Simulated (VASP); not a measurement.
ZnO: single point with r2SCAN

Crystal: ZnO.

```
Zn O
1.0
     3.10107    0.00000    0.00000
    -1.55054    2.68561    0.00000
     0.00000    0.00000    4.99131
Zn O
2 2
Direct
  0.33333 0.66667 0.49963
  0.66667 0.33333 0.99963
  0.66667 0.33333 0.37938
  0.33333 0.66667 0.87938
```

This cell differs from its parent crystal: volume scaled by 0.88, then relaxed in part.

```yaml
Program: VASP 6.6.1
Task: single point
Functional: r2SCAN
Potentials_or_basis: VASP PAW PBE potentials, release 64 (Zn, O)
Cutoff: 520 eV
k_mesh: 12 × 12 × 6
Occupations: gaussian, width 0.02 eV
Spin: no spin polarisation
Dipole_correction: no
Further_INCAR_settings: ALGO = Normal; EDIFF = 1e-07; NBANDS = 26
```

```
Pressure               : 27.4 GPa
Largest force          : 0.012 eV/Å
Band gap on the k mesh : 1.43 eV, direct
```

Forces on the atoms (eV/Å):
```
Zn   0.000  0.000 -0.012
Zn   0.000  0.000 -0.012
O    0.000  0.000  0.012
O    0.000  0.000  0.012
```

Levels at points of the mesh, in eV from the valence-band top:
```tsv
k point	band 16	band 17	band 18	band 19	band 20	band 21
(0.00, 0.00, 0.00)	-0.15	0.00	0.00	1.43	6.36	9.30
(0.50, 0.00, 0.00)	-2.79	-1.52	-1.05	7.00	7.53	8.23
(0.00, 0.00, 0.50)	-0.49	-0.49	-0.49	4.25	4.25	11.36
(0.50, 0.00, 0.50)	-1.86	-1.66	-1.66	6.44	6.44	9.96
```

It took 94 s on 1 thread of Intel(R) Xeon(R) 6975P-C (Granite Rapids) (shared host), peak memory 0.21 GiB.

Caveat: the PAW data sets were made with another functional, which shifts forces and pressure a little.
